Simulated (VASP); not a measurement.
# Au (P6_3/mmc) in VASP: notebook

Au is run at these levels: LDA, PBEsol; tasks: single point.

Program: VASP 6.6.1. These are calculated values, not measurements. Logs are shortened: lines on timing, memory, paths and dates and some standing lists are left out, and cuts for length are marked.

### Step 1. The cell of the first run

It takes space group P6_3/mmc (No. 194, hexagonal). Conventional cell: a = 2.900 Å, b = 2.900 Å, c = 4.880 Å, α = 90.00°, β = 90.00°, γ = 120.00°. Au (site symmetry -6m2) has 12 Au at 2.90 to 2.96 Å within 3.8 Å.

### Step 2. Single point, LDA

File INCAR:

```
SYSTEM = Au
PREC = Accurate
ENCUT = 520
EDIFF = 1E-6
ISMEAR = -1
SIGMA = 0.05
LREAL = .FALSE.
LASPH = .TRUE.
NELM = 80
ALGO = Normal
ISIF = 2
LWAVE = .FALSE.
LCHARG = .FALSE.
NBANDS = 18
```

File KPOINTS:

```
regular mesh
0
G
  11 11 6
  0 0 0
```

File POSCAR:

```
Au
1.0
    2.9000000000      0.0000000000      0.0000000000
   -1.4500000000      2.5114736710      0.0000000000
    0.0000000000      0.0000000000      4.8800000000
Au
2
Direct
    0.6666666667      0.3333333333      0.2500000000
    0.3333333333      0.6666666667      0.7500000000
```

Potentials or basis: VASP PAW LDA potentials, release 64 (Au).

The run is started by

```bash
$ cat potpaw_LDA.64/Au/POTCAR > POTCAR
$ mpirun -np 1 vasp_std > vasp.out
```

OUTCAR:

```text
SYSTEM = Au
   PREC = Accurate
   ENCUT = 520
   EDIFF = 1E-6
   ISMEAR = -1
   LREAL = .FALSE.
   LASPH = .TRUE.
   NELM = 80
   ISIF = 2

 ion  position               nearest neighbor table
   1  0.667  0.333  0.250-   2 2.96   2 2.96   2 2.96   2 2.96   2 2.96   2 2.96
   2  0.333  0.667  0.750-   1 2.96   1 2.96   1 2.96   1 2.96   1 2.96   1 2.96

  LATTYP: Found a hexagonal cell.
 ALAT       =     2.9000000000
 C/A-ratio  =     1.6827586207

  Lattice vectors:

 A1 = (   2.9000000000,   0.0000000000,   0.0000000000)
 A2 = (  -1.4500000000,   2.5114736710,   0.0000000000)
 A3 = (   0.0000000000,   0.0000000000,   4.8800000000)

Analysis of symmetry for initial positions (statically):
=====================================================================
 Subroutine PRICEL returns:
 Original cell was already a primitive cell.

 Routine SETGRP: Setting up the symmetry group for a
 hexagonal supercell.

 Subroutine GETGRP returns: Found 24 space group operations
 (whereof 12 operations were pure point group operations)
 out of a pool of 24 trial point group operations.

The static configuration has the point symmetry D_3d.
 The point group associated with its full space group is D_6h.

Analysis of symmetry for dynamics (positions and initial velocities):
=====================================================================
 Subroutine PRICEL returns:
 Original cell was already a primitive cell.

 Routine SETGRP: Setting up the symmetry group for a
 hexagonal supercell.

 Subroutine GETGRP returns: Found 24 space group operations
 (whereof 12 operations were pure point group operations)
 out of a pool of 24 trial point group operations.

The dynamic configuration has the point symmetry D_3d.
 The point group associated with its full space group is D_6h.

 Subroutine INISYM returns: Found 24 space group operations
 (whereof 12 operations are pure point group operations),
 and found     1 'primitive' translations

----------------------------------------------------------------------------------------

                                     Primitive cell

  volume of cell :      35.5424

  direct lattice vectors                    reciprocal lattice vectors
     2.900000000  0.000000000  0.000000000     0.344827586  0.199086300  0.000000000
    -1.450000000  2.511473671  0.000000000     0.000000000  0.398172599  0.000000000
     0.000000000  0.000000000  4.880000000     0.000000000  0.000000000  0.204918033

  length of vectors
     2.900000000  2.900000000  4.880000000     0.398172599  0.398172599  0.204918033

  position of ions in fractional coordinates (direct lattice)
     0.666666667  0.333333333  0.250000000
     0.333333333  0.666666667  0.750000000

  ion indices of the primitive-cell ions
   primitive index   ion index
                 1           1
                 2           2

----------------------------------------------------------------------------------------

 KPOINTS: regular mesh

Automatic generation of k-mesh.
 Grid dimensions read from file:
 generate k-points for:   11   11    6

 Generating k-lattice:

  Cartesian coordinates                     Fractional coordinates (reciprocal lattice)
     0.031347962  0.018098755  0.000000000     0.090909091  0.000000000  0.000000000
     0.000000000  0.036197509  0.000000000     0.000000000  0.090909091  0.000000000
     0.000000000  0.000000000  0.034153005     0.000000000  0.000000000  0.166666667

  Length of vectors
     0.036197509  0.036197509  0.034153005

  Shift w.r.t. Gamma in fractional coordinates (k-lattice)
     0.000000000  0.000000000  0.000000000

 Subroutine IBZKPT returns following result:
 ===========================================

 Found     64 irreducible k-points:

 Following reciprocal coordinates:
            Coordinates               Weight
  0.000000  0.000000  0.000000      1.000000
  0.090909 -0.000000  0.000000      6.000000
  0.181818 -0.000000  0.000000      6.000000
  0.272727 -0.000000  0.000000      6.000000
  0.363636 -0.000000  0.000000      6.000000
  0.454545  0.000000  0.000000      6.000000
[... 16 lines left out ...]
  0.090909  0.090909  0.166667     12.000000
  0.181818  0.090909  0.166667     24.000000
 [... further k-points ...]
   k-points           NKPTS =     64   k-points in BZ     NKDIM =     64   number of bands    NBANDS=     18
   number of dos      NEDOS =    301   number of ions     NIONS =      2
   total plane-waves  NPLWV =  20736
   dimension x,y,z NGX =    24 NGY =   24 NGZ =   36
   dimension x,y,z NGXF=    48 NGYF=   48 NGZF=   72
   ions per type =               2
   NGX,Y,Z   is equivalent  to a cutoff of  13.76, 13.76, 12.26 a.u.
   NGXF,Y,Z  is equivalent  to a cutoff of  27.52, 27.52, 24.53 a.u.
 SYSTEM =  Au
   PREC   = accura    normal or accurate (medium, high low for compatibility)
   ISTART =      0    job   : 0-new  1-cont  2-samecut
   ICHARG =      2    charge: 1-file 2-atom 10-const
   ISPIN  =      1    spin polarized calculation?
   LNONCOLLINEAR =      F non collinear calculations
   LSORBIT =      F    spin-orbit coupling
   LASPH  =      T    aspherical Exc in radial PAW
   ENCUT  =  520.0 eV  38.22 Ry    6.18 a.u.   5.39  5.39  9.07*2*pi/ulx,y,z
   NELM   =     80;   NELMIN=  2; NELMDL= -5     # of ELM steps
   EDIFF  = 0.1E-05   stopping-criterion for ELM
   LREAL  =      F    real-space projection
   EDIFFG = 0.1E-04   stopping-criterion for IOM
   NSW    =      0    number of steps for IOM
   IBRION =     -1    ionic relax: 0-MD 1-quasi-New 2-CG
   NFREE  =      0    steps in history (QN), initial steepest desc. (CG)
   ISIF   =      2    stress and relaxation
   ISYM   =      2    0-nonsym 1-usesym 2-fastsym
   POTIM  = 0.5000    time-step for ionic-motion
   TEBEG  =    0.0;   TEEND  =   0.0 temperature during run
   PSTRESS=    0.0 pullay stress
   NELECT =      22.0000    total number of electrons
   NUPDOWN=      -1.0000    fix difference up-down
   EMIN   =  10.00;   EMAX   =-10.00  energy-range for DOS
   EFERMI =   0.00;   METHOD = LEGACY
   ISMEAR =    -1;   SIGMA  =   0.05  broadening in eV -4-tet -1-fermi 0-gaus
   EFERMI_NEDOS =   21; number of points for ismear=-14 and -15
   IALGO  =     38    algorithm
   IMIX   =      4    mixing-type and parameters
     AMIX     =   0.40;   BMIX     =  1.00
     AMIX_MAG =   1.60;   BMIX_MAG =  1.00
  volume/ion in A,a.u.               =      17.77       119.93
  Fermi-wavevector in a.u.,A,eV,Ry     =   1.395191  2.636528 26.484517  1.946557
  Thomas-Fermi vector in A             =   2.518667
   LORBIT       =      0    0 simple, 1 ext, 2 COOP (PROOUT), +10 PAW based schemes
   GGA     = CA    functional components
   LHFCALC =     F    Hartree Fock is set to
   AEXX    =    0.0000 exact exchange contribution
   IVDW    =     0    specifies the selected vdW correction
   LEPSILON=     F    determine dielectric tensor
   LRPA    =     F    only Hartree local field effects (RPA)
 non-spin polarized calculation
  energy-cutoff  :      520.00
  volume of cell :       35.54
 maximum number of plane-waves:       984
 NGX is ok and might be reduce to    24
   NGX = 11   NGY = 11   NGZ = 19

 number of electron      22.0000001 magnetization

 Free energy of the ion-electron system (eV)
  ---------------------------------------------------
  ext. energy  EPLUGINS =         0.00000000
  ---------------------------------------------------
  free energy    TOTEN  =        -8.80431097 eV

  energy without entropy =       -8.79578979  energy(sigma->0) =       -8.80005038

 E-fermi :   8.5390     XC(G=0): -12.7408

 val. band max:        8.5221016094   @ k =   0.1818   0.1818   0.3333
 cond. band min:       8.5598703407   @ k =   0.2727   0.1818   0.5000
 fundamental gap:      0.0377687313
 Fermi energy:         8.5390096268

 k-point     1 :       0.0000    0.0000    0.0000
  band No.  band energies     occupation
      1      -0.8900      2.00000
      2       1.5175      2.00000
      3       3.9192      2.00000
      4       4.2042      2.00000
      5       4.2042      2.00000
      6       4.4928      2.00000
[... 10 lines left out ...]
     17      26.5989      0.00000
     18      26.5989      0.00000

 k-point     2 :       0.0909   -0.0000    0.0000
  band No.  band energies     occupation
      1      -0.6377      2.00000
      2       1.7241      2.00000
      3       3.8403      2.00000
      4       4.2641      2.00000
      5       4.3699      2.00000
      6       4.4155      2.00000
[... 10 lines left out ...]
     17      25.3865      0.00000
     18      26.2257      0.00000

 k-point     3 :       0.1818   -0.0000    0.0000
  band No.  band energies     occupation
      1       0.0718      2.00000
      2       2.2136      2.00000
      3       3.6608      2.00000
      4       4.1463      2.00000
      5       4.2399      2.00000
      6       4.6516      2.00000
[... 10 lines left out ...]
     17      25.0282      0.00000
     18      25.6184      0.00000

 k-point     4 :       0.2727   -0.0000    0.0000
  band No.  band energies     occupation
      1       1.0396      2.00000
      2       2.4440      2.00000
      3       3.4528      2.00000
      4       3.8350      2.00000
      5       4.0454      2.00000
      6       4.5772      2.00000
[... 375 lines left out ...]
      4       3.6262      2.00000
      5       4.3750      2.00000
      6       4.7168      2.00000
[... 10 lines left out ...]
     17      20.7485      0.00000
     18      23.7744      0.00000

 k-point    23 :       0.0909    0.0909    0.1667
  band No.  band energies     occupation
      1       0.0529      2.00000
      2       2.1019      2.00000
      3       3.7027      2.00000
      4       4.0265      2.00000
      5       4.1456      2.00000
      6       4.5584      2.00000
[... 10 lines left out ...]
     17      24.9796      0.00000
     18      25.9932      0.00000

 k-point    24 :       0.1818    0.0909    0.1667
  band No.  band energies     occupation
      1       0.8870      2.00000
      2       2.6164      2.00000
      3       3.4978      2.00000
      4       3.5971      2.00000
      5       4.0111      2.00000
      6       4.4374      2.00000
[... 10 lines left out ...]
     17      24.4787      0.00000
     18      25.7021      0.00000

 [... further k-points ...]

------------------------ aborting loop because EDIFF is reached ----------------------------------------

  FORCE on cell =-STRESS in cart. coord.  units (eV):
  Direction    XX          YY          ZZ          XY          YZ          ZX
  --------------------------------------------------------------------------------------
  -------------------------------------------------------------------------------------
  Total       -2.2918325     -2.2918325     -2.3409367      0.0000000      0.0000000      0.0000000
  in kB     -103.3111036   -103.3111036   -105.5246196      0.0000000      0.0000000      0.0000000
  external PRESSURE =    -104.0489423 kB  Pullay stress =       0.0000000 kB

 VOLUME and BASIS-vectors are now :
 -----------------------------------------------------------------------------
  energy-cutoff  :      520.00
  volume of cell :       35.54
      direct lattice vectors                 reciprocal lattice vectors
     2.900000000  0.000000000  0.000000000     0.344827586  0.199086300  0.000000000
    -1.450000000  2.511473671  0.000000000     0.000000000  0.398172599  0.000000000
     0.000000000  0.000000000  4.880000000     0.000000000  0.000000000  0.204918033

 POSITION                                       TOTAL-FORCE (eV/Angst)
 -----------------------------------------------------------------------------------
      1.45000      0.83716      1.22000         0.000000      0.000000      0.000000
     -0.00000      1.67432      3.66000        -0.000000     -0.000000      0.000000
 -----------------------------------------------------------------------------------
    total drift:                                0.000000     -0.000000      0.000000

  FREE ENERGIE OF THE ION-ELECTRON SYSTEM (eV)
  ---------------------------------------------------
  free  energy   TOTEN  =        -8.8043109715 eV

  energy  without entropy=       -8.7957897913  energy(sigma->0) =       -8.80005038
```

It took 26 s on 1 thread of AMD EPYC 7R43 (Zen 3), shared host; peak memory 0.12 GiB.

What came out:

```yaml
Free_energy: -8.8043 eV
Pressure: -10.4 GPa
Band_gap_on_the_k_mesh: zero (band 11 reaches 12.18 eV, above the bottom of band 12 at 6.01 eV)
```

Stress tensor (GPa, compression positive):
```
-10.33   0.00   0.00
  0.00 -10.33   0.00
  0.00   0.00 -10.55
```

Caveat: spin-orbit coupling is left out, which moves the levels of the heavy elements.

(Part 1 of 2 ends here.)
